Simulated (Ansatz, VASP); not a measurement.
**One calculation of ZrAl3N4, two programs**

INCAR

```
SYSTEM = ZrAl3N4
ALGO = Normal ; EDIFF = 1E-6
ENCUT = 600 ; GGA = PE
GGA_COMPAT = .FALSE. ; ISIF = 2
ISMEAR = 0 ; LASPH = .TRUE.
LCHARG = .TRUE. ; LELF = .TRUE.
LREAL = .FALSE. ; LVHAR = .TRUE.
LWAVE = .FALSE. ; NBANDS = 30
NELM = 120 ; PREC = Accurate
SIGMA = 0.1
```

File KPOINTS:

```
k-points
0
G
  4 4 6
  0 0 0
```

Contents of POSCAR:

```
ZrAl3N4
1.0
    3.3349784600     -4.7163717700      0.0000000000
    3.3349784600      4.7163717700      0.0000000000
    0.0000000000      0.0000000000      3.3349784600
Zr Al N
1 3 4
Direct
    0.5000000000      0.5000000000      0.5000000000
    0.0000000000      0.5000000000      0.0000000000
    0.5000000000      0.0000000000      0.0000000000
    0.0000000000      0.0000000000      0.5000000000
    0.7500000000      0.7500000000      0.0000000000
    0.2500000000      0.2500000000      0.0000000000
    0.7500000000      0.2500000000      0.5000000000
    0.2500000000      0.7500000000      0.5000000000
```

Input for Ansatz:

```yaml
crystal:
  lattice:
    - [3.33497846, -4.71637177, 0.0]
    - [3.33497846, 4.71637177, 0.0]
    - [0.0, 0.0, 3.33497846]
  atoms:
    - { symbol: Zr, position: [0.5, 0.5, 0.5] }
    - { symbol: Al, position: [0.0, 0.5, 0.0] }
    - { symbol: Al, position: [0.5, 0.0, 0.0] }
    - { symbol: Al, position: [0.0, 0.0, 0.5] }
    - { symbol: "N", position: [0.75, 0.75, 0.0] }
    - { symbol: "N", position: [0.25, 0.25, 0.0] }
    - { symbol: "N", position: [0.75, 0.25, 0.5] }
    - { symbol: "N", position: [0.25, 0.75, 0.5] }
basis:
  ecutwfc: 420
kpoints:
  mp_grid: { grid: [4, 4, 6] }
hamiltonian:
  xc: pbe
scf:
  occupations: { method: gaussian, width: 0.1 }
  lower_state_search: "off"
output:
  forces: true
  stress: true
  eigenvalues: true
```

Alike in both runs: task single point; functional PBE; k mesh 4 × 4 × 6; occupations gaussian, width 0.1 eV; no spin polarisation.

|  | VASP | Ansatz |
| --- | --- | --- |
| version | VASP 6.6.1 | Ansatz 0.2.0 |
| potentials or method | VASP PAW PBE potentials, release 64 (Zr_sv, Al, N), cutoff 600 eV | scalar-relativistic, plane waves, PAW |
| valence electrons in the cell | 41 | 41 |

```csv
,VASP,Ansatz,Ansatz less VASP
gap on the k mesh at the Fermi level (eV),none,none,-
rms of the force components (eV/Å),0.304,0.302,-0.0019
```

Atom by atom the forces differ by 0.002 eV/Å (rms over components). A gap of «none» marks a metal or a gap that the smearing closes.
